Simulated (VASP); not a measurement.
# Pd (Im-3m) in VASP: notebook

Pd is run at these levels: PBE; tasks: relaxation of cell and atoms.

Everything below comes from runs of VASP 6.6.1. Logs are shortened: lines on timing, memory, paths and dates and some standing lists are left out, and cuts for length are marked.

## (1) The cell of the first run

Symmetry: Im-3m, No. 229, cubic system. Conventional cell: a = 2.786 Å, b = 2.786 Å, c = 2.786 Å, α = 90.00°, β = 90.00°, γ = 90.00°. Within 3.2 Å of Pd (site symmetry m-3m) lie 14 Pd at 2.41 to 2.79 Å.

This isn't the form of Pd at room conditions, which is fcc.

## (2) Relaxation of cell and atoms, PBE, target pressure 150 GPa, at which the enthalpy is minimised

Contents of INCAR:

```
PREC     = Accurate       # precision mode
ENCUT    = 600            # plane-wave cutoff, eV
EDIFF    = 1E-6           # SCF threshold, eV
ISMEAR   = -1             # smearing method
SIGMA    = 0.05           # smearing width, eV
LREAL    = False          # projectors in reciprocal space
LASPH    = True           # aspherical terms in the spheres
NELM     = 60             # most SCF steps
ALGO     = Normal         # electronic algorithm
ISIF     = 3              # what is computed and relaxed
LWAVE    = False          # write WAVECAR
LCHARG   = False          # write CHGCAR
GGA      = PE             # functional
IBRION   = 2              # ionic algorithm
NSW      = 60             # ionic steps
EDIFFG   = -0.005         # ionic threshold
PSTRESS  = 1500.0
```

Contents of KPOINTS:

```
Automatic mesh
0
Gamma
  19 19 19
```

Contents of POSCAR:

```
Pd
1.0
   -1.3928125319      1.3928125319      1.3928125319
    1.3928125319     -1.3928125319      1.3928125319
    1.3928125319      1.3928125319     -1.3928125319
Pd
1
Direct
    0.0000000000      0.0000000000      0.0000000000
```

Potentials or basis: VASP PAW PBE potentials, release 64 (Pd).

Run with:

```console
$ cat potpaw_PBE.64/Pd/POTCAR > POTCAR
$ mpirun -np 1 vasp_std > vasp.out
```

OUTCAR:

```text
PREC = Accurate
   ENCUT = 600
   EDIFF = 1E-6
   ISMEAR = -1
   LREAL = False
   LASPH = True
   NELM = 60
   ISIF = 3
   GGA = PE
   IBRION = 2
   NSW = 60
   EDIFFG = -0.005
   PSTRESS = 1500.0

 ion  position               nearest neighbor table
   1  0.000  0.000  0.000-

  LATTYP: Found a body centered cubic cell.
 ALAT       =     2.7856250638

  Lattice vectors:

 A1 = (  -1.3928125319,   1.3928125319,   1.3928125319)
 A2 = (   1.3928125319,  -1.3928125319,   1.3928125319)
 A3 = (   1.3928125319,   1.3928125319,  -1.3928125319)

Analysis of symmetry for initial positions (statically):
=====================================================================
 Subroutine PRICEL returns:
 Original cell was already a primitive cell.

 Routine SETGRP: Setting up the symmetry group for a
 body centered cubic supercell.

 Subroutine GETGRP returns: Found 48 space group operations
 (whereof 48 operations were pure point group operations)
 out of a pool of 48 trial point group operations.

The static configuration has the point symmetry O_h .

Analysis of symmetry for dynamics (positions and initial velocities):
=====================================================================
 Subroutine PRICEL returns:
 Original cell was already a primitive cell.

 Routine SETGRP: Setting up the symmetry group for a
 body centered cubic supercell.

 Subroutine GETGRP returns: Found 48 space group operations
 (whereof 48 operations were pure point group operations)
 out of a pool of 48 trial point group operations.

The dynamic configuration has the point symmetry O_h .

 Subroutine INISYM returns: Found 48 space group operations
 (whereof 48 operations are pure point group operations),
 and found     1 'primitive' translations

----------------------------------------------------------------------------------------

                                     Primitive cell

  volume of cell :      10.8078

  direct lattice vectors                    reciprocal lattice vectors
    -1.392812532  1.392812532  1.392812532     0.000000000  0.358985857  0.358985857
     1.392812532 -1.392812532  1.392812532     0.358985857  0.000000000  0.358985857
     1.392812532  1.392812532 -1.392812532     0.358985857  0.358985857  0.000000000

  length of vectors
     2.412422071  2.412422071  2.412422071     0.507682667  0.507682667  0.507682667

  position of ions in fractional coordinates (direct lattice)
     0.000000000  0.000000000  0.000000000

[... 84 lines left out ...]
   TEBEG  =    0.0;   TEEND  =   0.0 temperature during run
   PSTRESS= 1500.0 pullay stress
   NELECT =      10.0000    total number of electrons
   NUPDOWN=      -1.0000    fix difference up-down
   EMIN   =  10.00;   EMAX   =-10.00  energy-range for DOS
   EFERMI =   0.00;   METHOD = LEGACY
   ISMEAR =    -1;   SIGMA  =   0.05  broadening in eV -4-tet -1-fermi 0-gaus
   EFERMI_NEDOS =   21; number of points for ismear=-14 and -15
   IALGO  =     38    algorithm
   IMIX   =      4    mixing-type and parameters
     AMIX     =   0.40;   BMIX     =  1.00
     AMIX_MAG =   1.60;   BMIX_MAG =  1.00
  volume/ion in A,a.u.               =      10.81        72.93
  Fermi-wavevector in a.u.,A,eV,Ry     =   1.595250  3.014586 34.624426  2.544824
  Thomas-Fermi vector in A             =   2.693198
   LORBIT       =      0    0 simple, 1 ext, 2 COOP (PROOUT), +10 PAW based schemes
   GGA     = PE    functional components
   LHFCALC =     F    Hartree Fock is set to
   AEXX    =    0.0000 exact exchange contribution
   IVDW    =     0    specifies the selected vdW correction
   LEPSILON=     F    determine dielectric tensor
   LRPA    =     F    only Hartree local field effects (RPA)
 conjugate gradient relaxation of ions
 non-spin polarized calculation
  energy-cutoff  :      600.00
  volume of cell :       10.81
 maximum number of plane-waves:       372
   NGX =  9   NGY =  9   NGZ =  9

--------------------------------------- Ionic step        1  -------------------------------------------

 number of electron      10.0000000 magnetization

 number of electron       9.9999998 magnetization

 Free energy of the ion-electron system (eV)
  ---------------------------------------------------
  ext. energy  EPLUGINS =         0.00000000
  ---------------------------------------------------
  free energy    TOTEN  =        -3.66301989 eV

  energy without entropy =       -3.65516980  energy(sigma->0) =       -3.65909485

------------------------ aborting loop because EDIFF is reached ----------------------------------------

  FORCE on cell =-STRESS in cart. coord.  units (eV):
  Direction    XX          YY          ZZ          XY          YZ          ZX
  --------------------------------------------------------------------------------------
  -------------------------------------------------------------------------------------
  Total       10.2256365     10.2256365     10.2256365     -0.0000000     -0.0000000      0.0000000
  in kB     1515.8734382   1515.8734382   1515.8734382     -0.0000000     -0.0000000      0.0000000
  external PRESSURE =      15.8734382 kB  Pullay stress =    1500.0000000 kB
[... 61 lines left out ...]
--------------------------------------- Ionic step        3  -------------------------------------------

 number of electron       9.9999998 magnetization

 Free energy of the ion-electron system (eV)
  ---------------------------------------------------
  ext. energy  EPLUGINS =         0.00000000
  ---------------------------------------------------
  free energy    TOTEN  =        -3.68266528 eV

  energy without entropy =       -3.67479444  energy(sigma->0) =       -3.67872986

 E-fermi :  15.9764     XC(G=0): -15.1975

 val. band max:       15.9698123858   @ k =  -0.3684   0.4211   0.1053
 cond. band min:      15.9832759501   @ k =  -0.4211   0.4211   0.3684
 fundamental gap:      0.0134635644
 Fermi energy:        15.9763517978

 k-point     1 :       0.0000    0.0000    0.0000
  band No.  band energies     occupation
      1       6.2366      2.00000
      2      11.2315      2.00000
      3      11.2315      2.00000
      4      11.2315      2.00000
      5      14.3688      2.00000
      6      14.3688      2.00000
      7      35.5140      0.00000
      8      35.5140      0.00000
      9      35.5140      0.00000
[... 265 lines left out ...]
 k-point    24 :       0.3158    0.1053    0.0000
  band No.  band energies     occupation
      1       8.3360      2.00000
      2       9.6462      2.00000
      3      12.8797      2.00000
      4      14.0790      2.00000
      5      15.0535      2.00000
      6      17.3052      0.00000
      7      30.2440      0.00000
      8      32.7122      0.00000
      9      37.9653      0.00000

 [... further k-points ...]
[... 5 lines left out ...]
  --------------------------------------------------------------------------------------
  -------------------------------------------------------------------------------------
  Total       10.1399527     10.1399527     10.1399527     -0.0000000     -0.0000000      0.0000000
  in kB     1500.2734496   1500.2734496   1500.2734496     -0.0000000     -0.0000000      0.0000000
  external PRESSURE =       0.2734496 kB  Pullay stress =    1500.0000000 kB
[... 20 lines left out ...]
  energy  without entropy=       -3.6747944366  energy(sigma->0) =       -3.67872986

  enthalpy is  TOTEN    =         6.4554392148 eV   P V=       10.1381044964

 reached required accuracy - stopping structural energy minimisation
```

It took 35 s on 1 thread of AMD EPYC 7R13 (Zen 3), shared host; peak memory 0.13 GiB.

Results:

* Free energy: -3.6827 eV
* Relaxed volume: 10.83 Å³/atom
* Relaxed cell: a = 2.414 Å, b = 2.414 Å, c = 2.414 Å, α = 109.47°, β = 109.47°, γ = 109.47°
* Space group after relaxing (to 0.1 Å): Im-3m (No. 229)
* Energy change on relaxing (the run minimises the enthalpy): -19.6 meV/atom
* Ionic steps: 3
* Pressure after relaxing: 150.0 GPa
* Band gap on the k mesh: zero (bands 5 and 6 overlap by 2.84 eV)

The path:
```csv
step,energy change (eV),largest force (eV/Å),pressure (GPa),volume (Å³)
1,0.0000,0.0000,151.59,10.81
2,-0.1527,0.0000,139.26,10.98
3,-0.0196,0.0000,150.03,10.83
```

Final structure:
```
Pd
1.0
    -1.39371    1.39371    1.39371
     1.39371   -1.39371    1.39371
     1.39371    1.39371   -1.39371
Pd
1
Direct
  0.00000 0.00000 0.00000
```

Levels at points of the mesh, in eV from the Fermi level:
| k point | band 2 | band 3 | band 4 | band 5 | band 6 | band 7 | band 8 | band 9 |
| --- | --- | --- | --- | --- | --- | --- | --- | --- |
| (0.00, 0.00, 0.00) | -4.74 | -4.74 | -4.74 | -1.61 | -1.61 | 19.54 | 19.54 | 19.54 |

Caveat: the cell is relaxed towards a set pressure, so the run minimises the enthalpy, not the energy.

## (3) Relaxation of cell and atoms, PBE, target pressure 150 GPa, at which the enthalpy is minimised

This run uses another cell than the first one, of 10.84 Å³/atom.

Contents of INCAR:

```
ALGO = Normal
EDIFF = 1E-6
EDIFFG = -0.005
ENCUT = 600
GGA = PE
IBRION = 2
ISIF = 3
ISMEAR = -1
LASPH = T
LCHARG = F
LREAL = F
LWAVE = F
NELM = 60
NSW = 32
PREC = Accurate
PSTRESS = 1500.0
SIGMA = 0.05
```

Contents of KPOINTS:

```
k-points
0
Gamma
  19 19 19
```

Contents of POSCAR:

```
Pd
1.0
   -1.3940203432      1.3940203432      1.3940203432
    1.3940203432     -1.3940203432      1.3940203432
    1.3940203432      1.3940203432     -1.3940203432
Pd
1
Direct
    0.0000000000      0.0000000000      0.0000000000
```

Potentials or basis: VASP PAW PBE potentials, release 64 (Pd).

Run with:

```console
$ cat potpaw_PBE.64/Pd/POTCAR > POTCAR
$ mpirun -np 1 vasp_std > vasp.out
```

Wall time 32 s (1 thread of AMD EPYC 7R13 (Zen 3), shared host); peak memory 0.12 GiB.

Results (log left out):

| Quantity | Value |
| --- | --- |
| Free energy | -3.6827 eV |
| Relaxed volume | 10.83 Å³/atom |
| Relaxed cell | a = 2.414 Å, b = 2.414 Å, c = 2.414 Å, α = 109.47°, β = 109.47°, γ = 109.47° |
| Space group after relaxing (to 0.1 Å) | Im-3m (No. 229) |
| Energy change on relaxing (the run minimises the enthalpy) | +6.8 meV/atom |
| Ionic steps | 3 |
| Pressure after relaxing | 150.1 GPa |
| Band gap on the k mesh | zero (bands 5 and 6 overlap by 2.84 eV) |

Step by step:
```csv
step,energy change (eV),largest force (eV/Å),pressure (GPa),volume (Å³)
1,0.0000,0.0000,149.46,10.84
2,0.0537,0.0000,153.74,10.78
3,0.0068,0.0000,150.07,10.83
```

Final structure:
```cif
data_structure
_symmetry_space_group_name_H-M 'P 1'
_symmetry_Int_Tables_number 1
_cell_length_a 2.4140
_cell_length_b 2.4140
_cell_length_c 2.4140
_cell_angle_alpha 109.471
_cell_angle_beta 109.471
_cell_angle_gamma 109.471
_cell_volume 10.83
loop_
_atom_site_label
_atom_site_type_symbol
_atom_site_fract_x
_atom_site_fract_y
_atom_site_fract_z
_atom_site_occupancy
Pd1 Pd 0.00000 0.00000 0.00000 1
```

Levels at points of the mesh, in eV from the Fermi level:
```csv
k point,band 2,band 3,band 4,band 5,band 6,band 7,band 8,band 9
"(0.00, 0.00, 0.00)",-4.74,-4.74,-4.74,-1.61,-1.61,19.54,19.54,19.54
```

Caveat: the cell is relaxed towards a set pressure, so the run minimises the enthalpy, not the energy.
